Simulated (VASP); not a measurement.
# CuI (F-43m) in VASP: a series of runs, part 2 of 3

VASP 6.6.1.

**4. Single point, PBEsol-based screened hybrid with 25 % exact exchange**

This run uses another cell than the first one, of 26.98 Å³/atom.

POSCAR reads:

```
CuI
1.0
    0.0000000000      2.9991330763      2.9991330763
    2.9991330763      0.0000000000      2.9991330763
    2.9991330763      2.9991330763      0.0000000000
I Cu
1 1
Direct
    0.0000000000      0.0000000000      0.0000000000
    0.7500000000      0.7500000000      0.7500000000
```

INCAR.step1 reads:

```
PREC = Accurate
ENCUT = 520
EDIFF = 1E-5
ISMEAR = -1
SIGMA = 0.05
LREAL = False
LASPH = True
NELM = 100
ALGO = Normal
ISIF = 2
LWAVE = True
GGA = PE
NBANDS = 16
```

INCAR.step2 reads:

```
PREC = Accurate
ENCUT = 520
EDIFF = 1E-6
ISMEAR = -1
SIGMA = 0.05
LREAL = False
LASPH = True
NELM = 100
ALGO = Normal
ISIF = 2
LWAVE = False
LCHARG = True
GGA = PS
LHFCALC = True
AEXX = 0.25
HFSCREEN = 0.207
PRECFOCK = Normal
LELF = True
LVHAR = True
ISTART = 1
NBANDS = 16
```

KPOINTS reads:

```
Automatic mesh
0
Gamma
  4 4 4
```

Potentials or basis: VASP PAW PBE potentials, release 64 (I, Cu).

Command:

```console
> cat potpaw_PBE.64/I/POTCAR potpaw_PBE.64/Cu/POTCAR > POTCAR
> cp INCAR.step1 INCAR
> mpirun -np 1 vasp_std > vasp.out
> cp INCAR.step2 INCAR
> mpirun -np 1 vasp_std > vasp.out
```

OUTCAR:

```text
PREC = Accurate
   ENCUT = 520
   EDIFF = 1E-6
   ISMEAR = -1
   LREAL = False
   LASPH = True
   NELM = 100
   ISIF = 2
   GGA = PS
   LHFCALC = True
   AEXX = 0.25
   HFSCREEN = 0.207
   PRECFOCK = Normal
   ISTART = 1

 ion  position               nearest neighbor table
   1  0.000  0.000  0.000-   2 2.60   2 2.60   2 2.60   2 2.60
   2  0.750  0.750  0.750-   1 2.60   1 2.60   1 2.60   1 2.60

  LATTYP: Found a face centered cubic cell.
 ALAT       =     5.9982661526

  Lattice vectors:

 A1 = (   0.0000000000,   2.9991330763,   2.9991330763)
 A2 = (   2.9991330763,   0.0000000000,   2.9991330763)
 A3 = (   2.9991330763,   2.9991330763,   0.0000000000)

Analysis of symmetry for initial positions (statically):
=====================================================================
 Subroutine PRICEL returns:
 Original cell was already a primitive cell.

 Routine SETGRP: Setting up the symmetry group for a
 face centered cubic supercell.

 Subroutine GETGRP returns: Found 24 space group operations
 (whereof 24 operations were pure point group operations)
 out of a pool of 48 trial point group operations.

The static configuration has the point symmetry T_d .

Analysis of symmetry for dynamics (positions and initial velocities):
=====================================================================
 Subroutine PRICEL returns:
 Original cell was already a primitive cell.

 Routine SETGRP: Setting up the symmetry group for a
 face centered cubic supercell.

 Subroutine GETGRP returns: Found 24 space group operations
 (whereof 24 operations were pure point group operations)
 out of a pool of 48 trial point group operations.

The dynamic configuration has the point symmetry T_d .

 Subroutine INISYM returns: Found 24 space group operations
 (whereof 24 operations are pure point group operations),
 and found     1 'primitive' translations

----------------------------------------------------------------------------------------

                                     Primitive cell

  volume of cell :      53.9532

  direct lattice vectors                    reciprocal lattice vectors
     0.000000000  2.999133076  2.999133076    -0.166714843  0.166714843  0.166714843
     2.999133076  0.000000000  2.999133076     0.166714843 -0.166714843  0.166714843
     2.999133076  2.999133076  0.000000000     0.166714843  0.166714843 -0.166714843

  length of vectors
     4.241414672  4.241414672  4.241414672     0.288758578  0.288758578  0.288758578

  position of ions in fractional coordinates (direct lattice)
     0.000000000  0.000000000  0.000000000
     0.750000000  0.750000000  0.750000000

  ion indices of the primitive-cell ions
   primitive index   ion index
                 1           1
                 2           2

----------------------------------------------------------------------------------------

 KPOINTS: Automatic mesh

Automatic generation of k-mesh.
 Grid dimensions read from file:
 generate k-points for:    4    4    4

 Generating k-lattice:

  Cartesian coordinates                     Fractional coordinates (reciprocal lattice)
    -0.041678711  0.041678711  0.041678711     0.250000000  0.000000000  0.000000000
     0.041678711 -0.041678711  0.041678711     0.000000000  0.250000000  0.000000000
     0.041678711  0.041678711 -0.041678711     0.000000000  0.000000000  0.250000000

  Length of vectors
     0.072189645  0.072189645  0.072189645

  Shift w.r.t. Gamma in fractional coordinates (k-lattice)
     0.000000000  0.000000000  0.000000000

 Subroutine IBZKPT returns following result:
 ===========================================

 Found      8 irreducible k-points:

 Following reciprocal coordinates:
            Coordinates               Weight
  0.000000  0.000000  0.000000      1.000000
  0.250000  0.000000  0.000000      8.000000
  0.500000  0.000000  0.000000      4.000000
  0.250000  0.250000  0.000000      6.000000
  0.500000  0.250000  0.000000     24.000000
 -0.250000  0.250000  0.000000     12.000000
  0.500000  0.500000  0.000000      3.000000
 -0.250000  0.500000  0.250000      6.000000
   k-points           NKPTS =      8   k-points in BZ     NKDIM =     64   number of bands    NBANDS=     16
   number of dos      NEDOS =    301   number of ions     NIONS =      2
   total plane-waves  NPLWV =  32768
   dimension x,y,z NGX =    32 NGY =   32 NGZ =   32
   dimension x,y,z NGXF=    64 NGYF=   64 NGZF=   64
   ions per type =               1   1
   NGX,Y,Z   is equivalent  to a cutoff of  12.54, 12.54, 12.54 a.u.
   NGXF,Y,Z  is equivalent  to a cutoff of  25.09, 25.09, 25.09 a.u.
 SYSTEM =  unknown system
   PREC   = accura    normal or accurate (medium, high low for compatibility)
   ISTART =      1    job   : 0-new  1-cont  2-samecut
   ICHARG =      0    charge: 1-file 2-atom 10-const
   ISPIN  =      1    spin polarized calculation?
   LNONCOLLINEAR =      F non collinear calculations
   LSORBIT =      F    spin-orbit coupling
   LASPH  =      T    aspherical Exc in radial PAW
   ENCUT  =  520.0 eV  38.22 Ry    6.18 a.u.   7.89  7.89  7.89*2*pi/ulx,y,z
   NELM   =    100;   NELMIN=  2; NELMDL=  0     # of ELM steps
   EDIFF  = 0.1E-05   stopping-criterion for ELM
   LREAL  =      F    real-space projection
   EDIFFG = 0.1E-04   stopping-criterion for IOM
   NSW    =      0    number of steps for IOM
   IBRION =     -1    ionic relax: 0-MD 1-quasi-New 2-CG
   NFREE  =      0    steps in history (QN), initial steepest desc. (CG)
   ISIF   =      2    stress and relaxation
   ISYM   =      3    0-nonsym 1-usesym 2-fastsym
   POTIM  = 0.5000    time-step for ionic-motion
   TEBEG  =    0.0;   TEEND  =   0.0 temperature during run
   PSTRESS=    0.0 pullay stress
   NELECT =      18.0000    total number of electrons
   NUPDOWN=      -1.0000    fix difference up-down
   EMIN   =  10.00;   EMAX   =-10.00  energy-range for DOS
   EFERMI =   0.00;   METHOD = LEGACY
   ISMEAR =    -1;   SIGMA  =   0.05  broadening in eV -4-tet -1-fermi 0-gaus
   EFERMI_NEDOS =   21; number of points for ismear=-14 and -15
   IALGO  =     38    algorithm
   IMIX   =      1    mixing-type and parameters
     AMIX     =   0.40;   BMIX     =  1.00
     AMIX_MAG =   1.60;   BMIX_MAG =  1.00
  volume/ion in A,a.u.               =      26.98       182.05
  Fermi-wavevector in a.u.,A,eV,Ry     =   1.135429  2.145649 17.540613  1.289199
  Thomas-Fermi vector in A             =   2.272134
   LORBIT       =      0    0 simple, 1 ext, 2 COOP (PROOUT), +10 PAW based schemes
   GGA     = PS    functional components
   LHFCALC =     T    Hartree Fock is set to
   PRECFOCK=normal    Normal, Fast or Accurate (Low or Medium for compatibility)
   ENCUT4O =  -1.0   cutoff for four orbital integrals eV
   NKREDX  =     1    reduce k-point grid by
   NKREDY  =     1    reduce k-point grid by
   NKREDZ  =     1    reduce k-point grid by
   AEXX    =    0.2500 exact exchange contribution
   HFSCREEN=    0.2070 screening length (either q_TF or 0.3 A-1)
   HFSCREENC=   0.2070 screening length for correlation (either q_TF or 0.3 A-1)
   ENCUTFOCK=  -1.0 apply spherical cutoff to Coloumb kernel
   IVDW    =     0    specifies the selected vdW correction
   LEPSILON=     F    determine dielectric tensor
   LRPA    =     F    only Hartree local field effects (RPA)
 non-spin polarized calculation
  energy-cutoff  :      520.00
  volume of cell :       53.95
 maximum number of plane-waves:      1475
  NGX = 24; NGY = 24; NGZ = 24

 number of electron      18.0000012 magnetization

 Free energy of the ion-electron system (eV)
  ---------------------------------------------------
  ext. energy  EPLUGINS =         0.00000000
  ---------------------------------------------------
  free energy    TOTEN  =        -6.95822700 eV

  energy without entropy =       -6.95822700  energy(sigma->0) =       -6.95822700

 E-fermi :   4.8231     XC(G=0):  -7.6848

 val. band max:        3.7433243934   @ k =   0.0000   0.0000   0.0000
 cond. band min:       6.2748941096   @ k =   0.0000   0.0000   0.0000
 fundamental gap:      2.5315697162
 Fermi energy:         4.8231085808

 k-point     1 :       0.0000    0.0000    0.0000
  band No.  band energies     occupation
      1     -11.2156      2.00000
      2      -0.4408      2.00000
      3      -0.4408      2.00000
      4      -0.4408      2.00000
      5       1.0729      2.00000
      6       1.0729      2.00000
[... 129 lines left out ...]
      3      -1.0851      2.00000
      4      -0.2337      2.00000
      5       0.9975      2.00000
      6       1.1570      2.00000
[... 8 lines left out ...]
     15      17.1570      0.00000
     16      17.4262      0.00000

------------------------ aborting loop because EDIFF is reached ----------------------------------------

  FORCE on cell =-STRESS in cart. coord.  units (eV):
  Direction    XX          YY          ZZ          XY          YZ          ZX
  --------------------------------------------------------------------------------------
  -------------------------------------------------------------------------------------
  Total       -0.0443654     -0.0443654     -0.0443654      0.0000000      0.0000000     -0.0000000
  in kB       -1.3174624     -1.3174624     -1.3174624      0.0000000      0.0000000     -0.0000000
  external PRESSURE =      -1.3174624 kB  Pullay stress =       0.0000000 kB

 VOLUME and BASIS-vectors are now :
 -----------------------------------------------------------------------------
  energy-cutoff  :      520.00
  volume of cell :       53.95
      direct lattice vectors                 reciprocal lattice vectors
     0.000000000  2.999133076  2.999133076    -0.166714843  0.166714843  0.166714843
     2.999133076  0.000000000  2.999133076     0.166714843 -0.166714843  0.166714843
     2.999133076  2.999133076  0.000000000     0.166714843  0.166714843 -0.166714843

 POSITION                                       TOTAL-FORCE (eV/Angst)
 -----------------------------------------------------------------------------------
      0.00000      0.00000      0.00000        -0.000000     -0.000000     -0.000000
      4.49870      4.49870      4.49870         0.000000      0.000000      0.000000
 -----------------------------------------------------------------------------------
    total drift:                                0.000066      0.000089      0.000076

  FREE ENERGIE OF THE ION-ELECTRON SYSTEM (eV)
  ---------------------------------------------------
  free  energy   TOTEN  =        -6.9582269999 eV

  energy  without entropy=       -6.9582269999  energy(sigma->0) =       -6.95822700
```

It took 6.5 min on 1 thread of AMD EPYC 7R13 (Zen 3), shared host; peak memory 0.25 GiB.

What came out:

```
Free energy            : -6.9582 eV
Pressure               : -0.1 GPa
Band gap on the k mesh : 2.53 eV
```

Caveat: the k points lie up to 0.45 Å⁻¹ apart; the PAW data sets were made with another functional, which shifts forces and pressure a little; spin-orbit coupling is left out, which moves the levels of the heavy elements.

**5. Single point, PBEsol-based global hybrid with 25 % exact exchange**

POSCAR reads:

```
CuI
1.0
    0.0000000000      3.0315000000      3.0315000000
    3.0315000000      0.0000000000      3.0315000000
    3.0315000000      3.0315000000      0.0000000000
I Cu
1 1
Direct
    0.0000000000      0.0000000000      0.0000000000
    0.7500000000      0.7500000000      0.7500000000
```

INCAR.step1 reads:

```
ALGO = Normal
EDIFF = 1E-5
ENCUT = 520
GGA = PE
ISIF = 2
ISMEAR = -1
LASPH = T
LCHARG = F
LREAL = F
LWAVE = T
NBANDS = 16
NELM = 80
PREC = Accurate
SIGMA = 0.05
```

INCAR.step2 reads:

```
AEXX = 0.25
ALGO = Normal
EDIFF = 1E-7
ENCUT = 520
GGA = PS
ISIF = 2
ISMEAR = -1
ISTART = 1
LASPH = T
LCHARG = F
LHFCALC = T
LREAL = F
LWAVE = F
NBANDS = 16
NELM = 80
PREC = Accurate
PRECFOCK = Normal
SIGMA = 0.05
```

KPOINTS reads:

```
k-points
0
Gamma
  4 4 4
```

Command:

```console
> cat potpaw_PBE.64/I/POTCAR potpaw_PBE.64/Cu/POTCAR > POTCAR
> cp INCAR.step1 INCAR
> mpirun -np 1 vasp_std > vasp.out
> cp INCAR.step2 INCAR
> mpirun -np 1 vasp_std > vasp.out
```

Run time: 7.7 min. Hardware: 1 thread of AMD EPYC 7R13 (Zen 3), shared host; peak memory 0.16 GiB.

Results (log left out):

| Item | Value |
| --- | --- |
| Free energy | -7.5255 eV |
| Pressure | -1.6 GPa |
| Band gap on the k mesh | 3.19 eV |

Levels at points of the mesh, in eV from the valence-band top:
```csv
k point,band 5,band 6,band 7,band 8,band 9,band 10,band 11,band 12,band 13,band 14
"(0.00, 0.00, 0.00)",-2.55,-2.55,0.00,0.00,0.00,3.19,7.01,7.01,7.01,10.49
"(0.50, 0.00, 0.00)",-2.52,-2.52,-2.47,-0.85,-0.85,4.25,7.51,7.51,9.42,11.43
"(0.50, 0.50, 0.00)",-2.55,-2.47,-2.35,-1.99,-1.99,4.51,4.94,11.53,12.29,12.29
```

Caveat: the k points lie up to 0.45 Å⁻¹ apart; the PAW data sets were made with another functional, which shifts forces and pressure a little; spin-orbit coupling is left out, which moves the levels of the heavy elements.

(Continued in part 3 of 3.)
